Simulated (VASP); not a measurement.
# CsTa4 (Pm-3m) in VASP: notebook

The runs below take CsTa4 through single point, relaxation of cell and atoms, with PBE.

Program: VASP 6.6.1. These are calculated values, not measurements. Logs are shortened: lines on timing, memory, paths and dates and some standing lists are left out, and cuts for length are marked.

## 1. The cell of the first run

It takes space group Pm-3m (No. 221, cubic). The conventional cell has a = 4.921 Å, b = 4.921 Å, c = 4.921 Å, α = 90.00°, β = 90.00°, γ = 90.00°. Cs (site symmetry m-3m) has 6 Ta at 2.46 Å within 3.2 Å. Within 4.6 Å of Ta (site symmetry m-3m) lie 12 Ta at 3.48 Å and 8 Cs at 4.26 Å. Ta (site symmetry 4/mmm) has 2 Cs at 2.46 Å within 3.2 Å.

## 2. Single point, PBE

The input, INCAR:

```
ALGO     = Normal         # electronic algorithm
EDIFF    = 1E-7           # SCF threshold, eV
ENCUT    = 520            # plane-wave cutoff, eV
GGA      = PE             # functional
ISIF     = 2              # what is computed and relaxed
ISMEAR   = 0              # smearing method
LASPH    = True           # aspherical terms in the spheres
LCHARG   = False          # write CHGCAR
LREAL    = False          # projectors in reciprocal space
LWAVE    = False          # write WAVECAR
NBANDS   = 34             # bands
NELM     = 100            # most SCF steps
PREC     = Accurate       # precision mode
SIGMA    = 0.1            # smearing width, eV
```

The input, KPOINTS:

```
k-points
0
Gamma
  8 8 8
```

The input, POSCAR:

```
CsTa4
1.0
    4.9214474007      0.0000000000      0.0000000000
    0.0000000000      4.9214474007      0.0000000000
    0.0000000000      0.0000000000      4.9214474007
Cs Ta
1 4
Direct
    0.5000000000      0.5000000000      0.5000000000
    0.0000000000      0.0000000000      0.0000000000
    0.5000000000      0.5000000000      0.0000000000
    0.5000000000      0.0000000000      0.5000000000
    0.0000000000      0.5000000000      0.5000000000
```

Potentials or basis: VASP PAW PBE potentials, release 64 (Cs_sv, Ta_pv).

Run with:

```console
$ cat potpaw_PBE.64/Cs_sv/POTCAR potpaw_PBE.64/Ta_pv/POTCAR > POTCAR
$ mpirun -np 1 vasp_std > vasp.out
```

OUTCAR:

```text
EDIFF = 1E-7
   ENCUT = 520
   GGA = PE
   ISIF = 2
   ISMEAR = 0
   LASPH = True
   LREAL = False
   NELM = 100
   PREC = Accurate

 ion  position               nearest neighbor table
   1  0.500  0.500  0.500-   3 2.46   4 2.46   5 2.46   3 2.46   4 2.46   5 2.46
   2  0.000  0.000  0.000-   3 3.48   4 3.48   5 3.48   4 3.48   5 3.48   3 3.48   5 3.48   5 3.48
                             3 3.48   4 3.48   4 3.48   3 3.48
   3  0.500  0.500  0.000-   1 2.46   1 2.46   4 3.48   5 3.48   2 3.48   4 3.48   5 3.48   2 3.48
                             4 3.48   4 3.48   2 3.48   5 3.48   5 3.48   2 3.48
   4  0.500  0.000  0.500-   1 2.46   1 2.46   3 3.48   5 3.48   2 3.48   3 3.48   2 3.48   3 3.48
                             5 3.48   3 3.48   2 3.48   5 3.48   2 3.48   5 3.48
   5  0.000  0.500  0.500-   1 2.46   1 2.46   3 3.48   4 3.48   2 3.48   3 3.48   2 3.48   4 3.48
                             2 3.48   2 3.48   3 3.48   4 3.48   3 3.48   4 3.48

  LATTYP: Found a simple cubic cell.
 ALAT       =     4.9214474007

  Lattice vectors:

 A1 = (   4.9214474007,   0.0000000000,   0.0000000000)
 A2 = (   0.0000000000,   4.9214474007,   0.0000000000)
 A3 = (   0.0000000000,   0.0000000000,   4.9214474007)

Analysis of symmetry for initial positions (statically):
=====================================================================
 Subroutine PRICEL returns:
 Original cell was already a primitive cell.

 Routine SETGRP: Setting up the symmetry group for a
 simple cubic supercell.

 Subroutine GETGRP returns: Found 48 space group operations
[... 9 lines left out ...]

 Routine SETGRP: Setting up the symmetry group for a
 simple cubic supercell.

 Subroutine GETGRP returns: Found 48 space group operations
[... 11 lines left out ...]
                                     Primitive cell

  volume of cell :     119.2006

  direct lattice vectors                    reciprocal lattice vectors
     4.921447401  0.000000000  0.000000000     0.203192256  0.000000000  0.000000000
     0.000000000  4.921447401  0.000000000     0.000000000  0.203192256  0.000000000
     0.000000000  0.000000000  4.921447401     0.000000000  0.000000000  0.203192256

  length of vectors
     4.921447401  4.921447401  4.921447401     0.203192256  0.203192256  0.203192256

  position of ions in fractional coordinates (direct lattice)
     0.500000000  0.500000000  0.500000000
     0.000000000  0.000000000  0.000000000
     0.500000000  0.500000000  0.000000000
     0.500000000  0.000000000  0.500000000
     0.000000000  0.500000000  0.500000000

  ion indices of the primitive-cell ions
   primitive index   ion index
                 1           1
                 2           2
                 3           3
                 4           4
                 5           5

----------------------------------------------------------------------------------------

 KPOINTS: k-points

Automatic generation of k-mesh.
 Grid dimensions read from file:
 generate k-points for:    8    8    8

 Generating k-lattice:

  Cartesian coordinates                     Fractional coordinates (reciprocal lattice)
     0.025399032  0.000000000  0.000000000     0.125000000  0.000000000  0.000000000
     0.000000000  0.025399032  0.000000000     0.000000000  0.125000000  0.000000000
     0.000000000  0.000000000  0.025399032     0.000000000  0.000000000  0.125000000

  Length of vectors
     0.025399032  0.025399032  0.025399032

  Shift w.r.t. Gamma in fractional coordinates (k-lattice)
     0.000000000  0.000000000  0.000000000

 Subroutine IBZKPT returns following result:
 ===========================================

 Found     35 irreducible k-points:

 Following reciprocal coordinates:
            Coordinates               Weight
  0.000000  0.000000  0.000000      1.000000
  0.125000  0.000000  0.000000      6.000000
  0.250000  0.000000  0.000000      6.000000
  0.375000  0.000000  0.000000      6.000000
  0.500000  0.000000  0.000000      3.000000
  0.125000  0.125000  0.000000     12.000000
[... 16 lines left out ...]
  0.375000  0.375000  0.125000     24.000000
  0.500000  0.375000  0.125000     24.000000
 [... further k-points ...]
   k-points           NKPTS =     35   k-points in BZ     NKDIM =     35   number of bands    NBANDS=     34
   number of dos      NEDOS =    301   number of ions     NIONS =      5
   total plane-waves  NPLWV =  64000
   dimension x,y,z NGX =    40 NGY =   40 NGZ =   40
   dimension x,y,z NGXF=    80 NGYF=   80 NGZF=   80
   ions per type =               1   4
   NGX,Y,Z   is equivalent  to a cutoff of  13.51, 13.51, 13.51 a.u.
   NGXF,Y,Z  is equivalent  to a cutoff of  27.02, 27.02, 27.02 a.u.
 SYSTEM =  unknown system
   PREC   = accura    normal or accurate (medium, high low for compatibility)
   ISTART =      0    job   : 0-new  1-cont  2-samecut
   ICHARG =      2    charge: 1-file 2-atom 10-const
   ISPIN  =      1    spin polarized calculation?
   LNONCOLLINEAR =      F non collinear calculations
   LSORBIT =      F    spin-orbit coupling
   LASPH  =      T    aspherical Exc in radial PAW
   ENCUT  =  520.0 eV  38.22 Ry    6.18 a.u.   9.15  9.15  9.15*2*pi/ulx,y,z
   NELM   =    100;   NELMIN=  2; NELMDL= -5     # of ELM steps
   EDIFF  = 0.1E-06   stopping-criterion for ELM
   LREAL  =      F    real-space projection
   EDIFFG = 0.1E-05   stopping-criterion for IOM
   NSW    =      0    number of steps for IOM
   IBRION =     -1    ionic relax: 0-MD 1-quasi-New 2-CG
   NFREE  =      0    steps in history (QN), initial steepest desc. (CG)
   ISIF   =      2    stress and relaxation
   ISYM   =      2    0-nonsym 1-usesym 2-fastsym
   POTIM  = 0.5000    time-step for ionic-motion
   TEBEG  =    0.0;   TEEND  =   0.0 temperature during run
   PSTRESS=    0.0 pullay stress
   NELECT =      53.0000    total number of electrons
   NUPDOWN=      -1.0000    fix difference up-down
   EMIN   =  10.00;   EMAX   =-10.00  energy-range for DOS
   EFERMI =   0.00;   METHOD = LEGACY
   ISMEAR =     0;   SIGMA  =   0.10  broadening in eV -4-tet -1-fermi 0-gaus
   EFERMI_NEDOS =   21; number of points for ismear=-14 and -15
   IALGO  =     38    algorithm
   IMIX   =      4    mixing-type and parameters
     AMIX     =   0.40;   BMIX     =  1.00
     AMIX_MAG =   1.60;   BMIX_MAG =  1.00
  volume/ion in A,a.u.               =      23.84       160.88
  Fermi-wavevector in a.u.,A,eV,Ry     =   1.249513  2.361236 21.242524  1.561281
  Thomas-Fermi vector in A             =   2.383550
   LORBIT       =      0    0 simple, 1 ext, 2 COOP (PROOUT), +10 PAW based schemes
   GGA     = PE    functional components
   LHFCALC =     F    Hartree Fock is set to
   AEXX    =    0.0000 exact exchange contribution
   IVDW    =     0    specifies the selected vdW correction
   LEPSILON=     F    determine dielectric tensor
   LRPA    =     F    only Hartree local field effects (RPA)
 non-spin polarized calculation
 Gauss-broadening in eV      SIGMA  =   0.10
  energy-cutoff  :      520.00
  volume of cell :      119.20
 maximum number of plane-waves:      3228
 NGX is ok and might be reduce to    40
   NGX = 19   NGY = 19   NGZ = 19

 number of electron      53.0000008 magnetization

 Free energy of the ion-electron system (eV)
  ---------------------------------------------------
  ext. energy  EPLUGINS =         0.00000000
  ---------------------------------------------------
  free energy    TOTEN  =       -31.54735019 eV

  energy without entropy =      -31.51038433  energy(sigma->0) =      -31.52886726

 E-fermi :   4.4527     XC(G=0): -11.1484

 val. band max:        4.4516067497   @ k =   0.2500   0.2500   0.0000
 cond. band min:       4.4724360183   @ k =   0.3750   0.3750   0.1250
 fundamental gap:      0.0208292687
 Fermi energy:         4.4527017103

 k-point     1 :       0.0000    0.0000    0.0000
  band No.  band energies     occupation
      1     -30.9101      2.00000
      2     -30.9101      2.00000
      3     -30.9101      2.00000
      4     -30.8686      2.00000
      5     -30.8686      2.00000
      6     -30.8686      2.00000
[... 26 lines left out ...]
     33       7.1619      0.00000
     34       7.1620      0.00000

 k-point     2 :       0.1250    0.0000    0.0000
  band No.  band energies     occupation
      1     -30.9132      2.00000
      2     -30.9078      2.00000
      3     -30.9078      2.00000
      4     -30.8718      2.00000
      5     -30.8694      2.00000
      6     -30.8694      2.00000
[... 26 lines left out ...]
     33       7.0763      0.00000
     34       7.0849      0.00000

 k-point     3 :       0.2500    0.0000    0.0000
  band No.  band energies     occupation
      1     -30.9240      2.00000
      2     -30.9016      2.00000
      3     -30.9016      2.00000
      4     -30.8762      2.00000
      5     -30.8719      2.00000
      6     -30.8719      2.00000
[... 26 lines left out ...]
     33       6.6080      0.00000
     34       6.6080      0.00000

 k-point     4 :       0.3750    0.0000    0.0000
  band No.  band energies     occupation
      1     -30.9382      2.00000
      2     -30.8933      2.00000
      3     -30.8933      2.00000
      4     -30.8773      2.00000
      5     -30.8765      2.00000
      6     -30.8765      2.00000
[... 26 lines left out ...]
     33       6.0253      0.00000
     34       6.0253      0.00000

 k-point     5 :       0.5000    0.0000    0.0000
  band No.  band energies     occupation
      1     -30.9446      2.00000
      2     -30.8868      2.00000
      3     -30.8868      2.00000
      4     -30.8813      2.00000
      5     -30.8813      2.00000
      6     -30.8772      2.00000
[... 621 lines left out ...]
 k-point    22 :       0.5000    0.2500    0.1250
  band No.  band energies     occupation
      1     -31.0874      2.00000
      2     -30.8837      2.00000
      3     -30.8829      2.00000
      4     -30.8798      2.00000
      5     -30.8574      2.00000
      6     -30.7963      2.00000
[... 26 lines left out ...]
     33       6.4915      0.00000
     34       6.6693      0.00000

 k-point    23 :       0.3750    0.3750    0.1250
  band No.  band energies     occupation
      1     -31.1169      2.00000
      2     -30.8851      2.00000
      3     -30.8837      2.00000
      4     -30.8795      2.00000
      5     -30.8547      2.00000
      6     -30.7775      2.00000
[... 26 lines left out ...]
     33       6.3330      0.00000
     34       6.7648      0.00000

 k-point    24 :       0.5000    0.3750    0.1250
  band No.  band energies     occupation
      1     -31.1329      2.00000
      2     -30.8845      2.00000
      3     -30.8843      2.00000
      4     -30.8797      2.00000
      5     -30.8539      2.00000
      6     -30.7684      2.00000
[... 26 lines left out ...]
     33       6.2190      0.00000
     34       6.6234      0.00000

 [... further k-points ...]
[... 5 lines left out ...]
  --------------------------------------------------------------------------------------
  -------------------------------------------------------------------------------------
  Total        2.3645016      2.3645016      2.3645016      0.0000000      0.0000000      0.0000000
  in kB       31.7812992     31.7812992     31.7812992      0.0000000      0.0000000      0.0000000
  external PRESSURE =      31.7812992 kB  Pullay stress =       0.0000000 kB

 VOLUME and BASIS-vectors are now :
 -----------------------------------------------------------------------------
  energy-cutoff  :      520.00
  volume of cell :      119.20
      direct lattice vectors                 reciprocal lattice vectors
     4.921447401  0.000000000  0.000000000     0.203192256  0.000000000  0.000000000
     0.000000000  4.921447401  0.000000000     0.000000000  0.203192256  0.000000000
     0.000000000  0.000000000  4.921447401     0.000000000  0.000000000  0.203192256

 POSITION                                       TOTAL-FORCE (eV/Angst)
 -----------------------------------------------------------------------------------
      2.46072      2.46072      2.46072         0.000000      0.000000      0.000000
      0.00000      0.00000      0.00000         0.000000      0.000000      0.000000
      2.46072      2.46072      0.00000         0.000000      0.000000      0.000000
      2.46072      0.00000      2.46072         0.000000      0.000000      0.000000
      0.00000      2.46072      2.46072         0.000000      0.000000      0.000000
 -----------------------------------------------------------------------------------
    total drift:                               -0.000000     -0.000000     -0.000000

  FREE ENERGIE OF THE ION-ELECTRON SYSTEM (eV)
  ---------------------------------------------------
  free  energy   TOTEN  =       -31.5473501871 eV

  energy  without entropy=      -31.5103843260  energy(sigma->0) =      -31.52886726
```

It took 61 s on 1 thread of Intel Xeon 6975P-C (Granite Rapids), shared host; peak memory 0.29 GiB.

Results:

```yaml
Free_energy: -31.5474 eV
Pressure: 3.2 GPa
```

Caveat: spin-orbit coupling is left out, which moves the levels of the heavy elements.

(Part 1 of 2 ends here.)
